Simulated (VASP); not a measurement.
# SiO2 (Stishovite) (P4_2/mnm) in VASP: settings compared

The runs below take SiO2 (Stishovite) through single point, with PBE, r2SCAN.

All numbers are computed with VASP 6.6.1; they aren't measurements. Logs are shortened: lines on timing, memory, paths and dates and some standing lists are left out, and cuts for length are marked.

### 1 The cell of the first run

It takes space group P4_2/mnm (No. 136, tetragonal). Conventional cell: a = 4.185 Å, b = 4.185 Å, c = 2.669 Å, α = 90.00°, β = 90.00°, γ = 90.00°. Si (site symmetry mmm) has 6 O at 1.76 to 1.81 Å within 2.3 Å. O (site symmetry m2m) has 3 Si at 1.76 to 1.81 Å and 1 O at 2.30 Å within 2.3 Å.

### 2 Single point, PBE

File INCAR:

```
SYSTEM = SiO2
PREC = Accurate
ENCUT = 520
EDIFF = 1E-6
ISMEAR = 0
SIGMA = 0.01
LREAL = .False.
LASPH = .True.
NELM = 80
ALGO = Normal
ISIF = 2
LWAVE = .False.
LCHARG = .False.
GGA = PE
NBANDS = 25
```

File KPOINTS:

```
Automatic mesh
0
Gamma
  6 6 8
  0 0 0
```

File POSCAR:

```
SiO2
1.0
    4.1851894793      0.0000000000      0.0000000000
    0.0000000000      4.1851894793      0.0000000000
    0.0000000000      0.0000000000      2.6688395656
Si O
2 4
Direct
    0.0000000000      0.0000000000      0.0000000000
    0.5000000000      0.5000000000      0.5000000000
    0.3061010396      0.3061010396      0.0000000000
    0.1938989604      0.8061010396      0.5000000000
    0.6938989604      0.6938989604      0.0000000000
    0.8061010396      0.1938989604      0.5000000000
```

Potentials or basis: VASP PAW PBE potentials, release 64 (Si, O).

The run is started by

```
$ cat potpaw_PBE.64/Si/POTCAR potpaw_PBE.64/O/POTCAR > POTCAR
$ mpirun -np 1 vasp_std > vasp.out
```

OUTCAR:

```text
SYSTEM = SiO2
   PREC = Accurate
   ENCUT = 520
   EDIFF = 1E-6
   ISMEAR = 0
   LREAL = .False.
   LASPH = .True.
   NELM = 80
   ISIF = 2
   GGA = PE

 ion  position               nearest neighbor table
   1  0.000  0.000  0.000-   4 1.76   6 1.76   4 1.76   6 1.76   5 1.81   3 1.81
   2  0.500  0.500  0.500-   3 1.76   5 1.76   3 1.76   5 1.76   4 1.81   6 1.81
   3  0.306  0.306  0.000-   2 1.76   2 1.76   1 1.81
   4  0.194  0.806  0.500-   1 1.76   1 1.76   2 1.81
   5  0.694  0.694  0.000-   2 1.76   2 1.76   1 1.81
   6  0.806  0.194  0.500-   1 1.76   1 1.76   2 1.81

  LATTYP: Found a simple tetragonal cell.
 ALAT       =     4.1851894793
 C/A-ratio  =     0.6376866755

  Lattice vectors:

 A1 = (   4.1851894793,   0.0000000000,   0.0000000000)
 A2 = (   0.0000000000,   4.1851894793,   0.0000000000)
 A3 = (   0.0000000000,   0.0000000000,   2.6688395656)

Analysis of symmetry for initial positions (statically):
=====================================================================
 Subroutine PRICEL returns:
 Original cell was already a primitive cell.

 Routine SETGRP: Setting up the symmetry group for a
 simple tetragonal supercell.

 Subroutine GETGRP returns: Found 16 space group operations
 (whereof  8 operations were pure point group operations)
 out of a pool of 16 trial point group operations.

The static configuration has the point symmetry D_2h.
 The point group associated with its full space group is D_4h.

Analysis of symmetry for dynamics (positions and initial velocities):
=====================================================================
 Subroutine PRICEL returns:
 Original cell was already a primitive cell.

 Routine SETGRP: Setting up the symmetry group for a
 simple tetragonal supercell.

 Subroutine GETGRP returns: Found 16 space group operations
 (whereof  8 operations were pure point group operations)
 out of a pool of 16 trial point group operations.

The dynamic configuration has the point symmetry D_2h.
 The point group associated with its full space group is D_4h.

 Subroutine INISYM returns: Found 16 space group operations
 (whereof  8 operations are pure point group operations),
 and found     1 'primitive' translations

----------------------------------------------------------------------------------------

                                     Primitive cell
[... 95 lines left out ...]
   LSORBIT =      F    spin-orbit coupling
   LASPH  =      T    aspherical Exc in radial PAW
   ENCUT  =  520.0 eV  38.22 Ry    6.18 a.u.   7.78  7.78  4.96*2*pi/ulx,y,z
   NELM   =     80;   NELMIN=  2; NELMDL= -5     # of ELM steps
   EDIFF  = 0.1E-05   stopping-criterion for ELM
   LREAL  =      F    real-space projection
   EDIFFG = 0.1E-04   stopping-criterion for IOM
   NSW    =      0    number of steps for IOM
   IBRION =     -1    ionic relax: 0-MD 1-quasi-New 2-CG
   NFREE  =      0    steps in history (QN), initial steepest desc. (CG)
   ISIF   =      2    stress and relaxation
   ISYM   =      2    0-nonsym 1-usesym 2-fastsym
   POTIM  = 0.5000    time-step for ionic-motion
   TEBEG  =    0.0;   TEEND  =   0.0 temperature during run
   PSTRESS=    0.0 pullay stress
   NELECT =      32.0000    total number of electrons
   NUPDOWN=      -1.0000    fix difference up-down
   EMIN   =  10.00;   EMAX   =-10.00  energy-range for DOS
   EFERMI =   0.00;   METHOD = LEGACY
   ISMEAR =     0;   SIGMA  =   0.01  broadening in eV -4-tet -1-fermi 0-gaus
   EFERMI_NEDOS =   21; number of points for ismear=-14 and -15
   IALGO  =     38    algorithm
   IMIX   =      4    mixing-type and parameters
     AMIX     =   0.40;   BMIX     =  1.00
     AMIX_MAG =   1.60;   BMIX_MAG =  1.00
  volume/ion in A,a.u.               =       7.79        52.58
  Fermi-wavevector in a.u.,A,eV,Ry     =   1.442804  2.726504 28.323011  2.081683
  Thomas-Fermi vector in A             =   2.561283
   LORBIT       =      0    0 simple, 1 ext, 2 COOP (PROOUT), +10 PAW based schemes
   GGA     = PE    functional components
   LHFCALC =     F    Hartree Fock is set to
   AEXX    =    0.0000 exact exchange contribution
   IVDW    =     0    specifies the selected vdW correction
   LEPSILON=     F    determine dielectric tensor
   LRPA    =     F    only Hartree local field effects (RPA)
 non-spin polarized calculation
 Gauss-broadening in eV      SIGMA  =   0.01
  energy-cutoff  :      520.00
  volume of cell :       46.75
 maximum number of plane-waves:      1282
 NGX is ok and might be reduce to    32
   NGX = 15   NGY = 15   NGZ =  9

 number of electron      31.9999977 magnetization

 Free energy of the ion-electron system (eV)
  ---------------------------------------------------
  ext. energy  EPLUGINS =         0.00000000
  ---------------------------------------------------
  free energy    TOTEN  =       -46.26983726 eV

  energy without entropy =      -46.26983726  energy(sigma->0) =      -46.26983726

 E-fermi :   8.3304     XC(G=0): -12.2507

 val. band max:        8.1872670855   @ k =   0.0000   0.0000   0.0000
 cond. band min:      13.7296116006   @ k =   0.0000   0.0000   0.0000
 fundamental gap:      5.5423445152
 Fermi energy:         8.3303553999

 k-point     1 :       0.0000    0.0000    0.0000
  band No.  band energies     occupation
      1     -14.3562      2.00000
      2     -10.7417      2.00000
      3     -10.7417      2.00000
      4     -10.5160      2.00000
      5      -2.6705      2.00000
      6       1.7663      2.00000
[... 661 lines left out ...]
     24      21.1206      0.00000
     25      21.9234      0.00000

 [... further k-points ...]
[... 5 lines left out ...]
  --------------------------------------------------------------------------------------
  -------------------------------------------------------------------------------------
  Total        2.6714072      2.6714072      3.2188548     -0.0000000      0.0000000      0.0000000
  in kB       91.5583498     91.5583498    110.3212690     -0.0000000      0.0000000      0.0000000
  external PRESSURE =      97.8126562 kB  Pullay stress =       0.0000000 kB

 VOLUME and BASIS-vectors are now :
 -----------------------------------------------------------------------------
  energy-cutoff  :      520.00
  volume of cell :       46.75
      direct lattice vectors                 reciprocal lattice vectors
     4.185189479  0.000000000  0.000000000     0.238937808  0.000000000  0.000000000
     0.000000000  4.185189479  0.000000000     0.000000000  0.238937808  0.000000000
     0.000000000  0.000000000  2.668839566     0.000000000  0.000000000  0.374694685

 POSITION                                       TOTAL-FORCE (eV/Angst)
 -----------------------------------------------------------------------------------
      0.00000      0.00000      0.00000        -0.000000      0.000000     -0.000000
      2.09259      2.09259      1.33442        -0.000000      0.000000     -0.000000
      1.28109      1.28109      0.00000        -0.071451     -0.071451     -0.000000
      0.81150      3.37369      1.33442         0.071451     -0.071451     -0.000000
      2.90410      2.90410      0.00000         0.071451      0.071451      0.000000
      3.37369      0.81150      1.33442        -0.071451      0.071451     -0.000000
 -----------------------------------------------------------------------------------
    total drift:                                0.000000     -0.000000     -0.000000

  FREE ENERGIE OF THE ION-ELECTRON SYSTEM (eV)
  ---------------------------------------------------
  free  energy   TOTEN  =       -46.2698372573 eV

  energy  without entropy=      -46.2698372573  energy(sigma->0) =      -46.26983726
```

OSZICAR:

```text
N       E                     dE             d eps       ncg     rms          rms(c)
DAV:   1     0.138062586707E+03    0.13806E+03   -0.17586E+04  2500   0.123E+03
DAV:   2    -0.438331181332E+02   -0.18190E+03   -0.17344E+03  3124   0.280E+02
DAV:   3    -0.508602584734E+02   -0.70271E+01   -0.69954E+01  3308   0.528E+01
DAV:   4    -0.509061949282E+02   -0.45936E-01   -0.45922E-01  2907   0.491E+00
DAV:   5    -0.509065717974E+02   -0.37687E-03   -0.37680E-03  3346   0.421E-01    0.175E+01
DAV:   6    -0.462071482148E+02    0.46994E+01   -0.13206E+01  3141   0.244E+01    0.805E+00
DAV:   7    -0.462488459645E+02   -0.41698E-01   -0.77689E-01  3134   0.510E+00    0.294E+00
DAV:   8    -0.462630567658E+02   -0.14211E-01   -0.25612E-02  3062   0.139E+00    0.109E+00
DAV:   9    -0.462696489202E+02   -0.65922E-02   -0.95518E-03  3172   0.828E-01    0.264E-01
DAV:  10    -0.462698537489E+02   -0.20483E-03   -0.44672E-04  3116   0.152E-01    0.426E-02
DAV:  11    -0.462698363348E+02    0.17414E-04   -0.75983E-05  3251   0.631E-02    0.769E-03
DAV:  12    -0.462698372573E+02   -0.92252E-06   -0.52029E-06  3025   0.163E-02
   1 F= -.46269837E+02 E0= -.46269837E+02  d E =-.236280E-93
```

stdout:

```text
POSCAR found type information on POSCAR SiO
 POSCAR found :  2 types and       6 ions
 scaLAPACK will be used
 LDA part: xc-table for (Slater+PW92), standard interpolation
 POSCAR, INCAR and KPOINTS ok, starting setup
 FFT: planning ... GRIDC
 FFT: planning ... GRID_SOFT
 FFT: planning ... GRID
 WAVECAR not read
 entering main loop
```

Wall time 16 s (1 thread of Intel Xeon 6975P-C, shared host); peak memory 0.18 GiB.

What came out:

```yaml
Free_energy: -46.2698 eV
Pressure: 9.8 GPa
Largest_force: 0.101 eV/Å
Band_gap_on_the_k_mesh: 5.54 eV, direct
```

Forces in eV/Å, atoms in the order of the input:
```
Si   0.000  0.000  0.000
Si   0.000  0.000  0.000
O   -0.071 -0.071  0.000
O    0.071 -0.071  0.000
O    0.071  0.071  0.000
O   -0.071  0.071  0.000
```

### 3 Single point, PBE

File INCAR:

```
ALGO = Normal ; EDIFF = 1E-7
ENCUT = 520 ; GGA = PE
ISIF = 2 ; ISMEAR = 0
LASPH = True ; LCHARG = True
LELF = True ; LREAL = False
LVHAR = True ; LWAVE = False
NBANDS = 25 ; NELM = 60
PREC = Accurate ; SIGMA = 0.01
```

File KPOINTS:

```
k-points
0
Gamma
  6 6 8
```

POSCAR is that of step 2.

Potentials or basis: VASP PAW PBE potentials, release 64 (Si, O).

The run is started by

```
$ cat potpaw_PBE.64/Si/POTCAR potpaw_PBE.64/O/POTCAR > POTCAR
$ mpirun -np 1 vasp_std > vasp.out
```

Run time: 22 s. Hardware: 1 thread of Intel Xeon 6975P-C, shared host; peak memory 0.18 GiB.

The run converged. Its results:

| Quantity | Value |
| --- | --- |
| Free energy | -46.2698 eV |
| Pressure | 9.8 GPa |
| Largest force | 0.100 eV/Å |
| Band gap on the k mesh | 5.54 eV, direct |

Forces in eV/Å, atoms in the order of the input:
```
Si   0.000  0.000  0.000
Si   0.000  0.000  0.000
O   -0.071 -0.071  0.000
O    0.071 -0.071  0.000
O    0.071  0.071  0.000
O   -0.071  0.071  0.000
```

Stress tensor (GPa, compression positive):
```
 9.13  0.00  0.00
 0.00  9.13  0.00
 0.00  0.00 11.01
```

Levels at points of the mesh, in eV from the valence-band top:
| k point | band 13 | band 14 | band 15 | band 16 | band 17 | band 18 | band 19 | band 20 |
| --- | --- | --- | --- | --- | --- | --- | --- | --- |
| (0.00, 0.00, 0.00) | -2.52 | -0.88 | -0.88 | 0.00 | 5.54 | 6.70 | 8.49 | 8.49 |
| (0.50, 0.00, 0.00) | -2.68 | -2.68 | -1.07 | -1.07 | 7.70 | 7.70 | 9.07 | 9.07 |
| (0.50, 0.50, 0.00) | -2.65 | -2.65 | -2.27 | -2.27 | 7.38 | 7.38 | 10.04 | 10.04 |
| (0.00, 0.00, 0.50) | -3.05 | -3.05 | -2.67 | -2.67 | 9.05 | 9.05 | 12.62 | 12.62 |
| (0.50, 0.00, 0.50) | -2.28 | -2.28 | -1.75 | -1.75 | 8.75 | 8.75 | 9.81 | 9.81 |
| (0.50, 0.50, 0.50) | -1.76 | -1.76 | -1.55 | -1.55 | 7.14 | 7.14 | 10.99 | 10.99 |

A k mesh can miss the band edges.

[end of part 1 of 2]
